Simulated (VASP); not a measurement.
Input of a VASP 6.6.1 run:

The input INCAR:

```
SYSTEM = TaF3
  PREC = Accurate
  ENCUT = 520
  EDIFF = 1E-7
  ISMEAR = 0
  SIGMA = 0.15
  LREAL = .False.
  LASPH = .True.
  NELM = 100
  ALGO = Normal
  ISIF = 2
  LWAVE = .False.
  LCHARG = .True.
  GGA = PE
  LELF = .True.
  LVHAR = .True.
  NBANDS = 24
```

Contents of KPOINTS:

```
regular mesh
0
Gamma
  14 14 14
  0 0 0
```

Contents of POSCAR:

```
TaF3
1.0
    4.5036064245      0.0000000000      0.0000000000
    0.0000000000      4.5036064245      0.0000000000
    0.0000000000      0.0000000000      2.9273441760
Ta F
1 3
Direct
    0.0000000000      0.0000000000      0.0000000000
    0.5000000000      0.0000000000      0.0000000000
    0.0000000000      0.5000000000      0.0000000000
    0.0000000000      0.0000000000      0.5000000000
```

Potentials or basis: VASP PAW PBE potentials, release 64 (Ta_pv, F).

The run is started by

```bash
$ cat potpaw_PBE.64/Ta_pv/POTCAR potpaw_PBE.64/F/POTCAR > POTCAR
$ mpirun -np 1 vasp_std > vasp.out
```

Q: What does it give for the band gap on the k mesh?

A: Zero (bands 16 and 17 overlap by 2.21 eV).

Q: Predict the pressure.

A: 129.6 GPa.

Stress tensor (GPa, compression positive):
```
-13.11   0.00   0.00
  0.00 -13.11   0.00
  0.00   0.00 415.01
```

Caveat: the stress differs along the axes, from -13 to 415 GPa; spin-orbit coupling is left out, which moves the levels of the heavy elements.
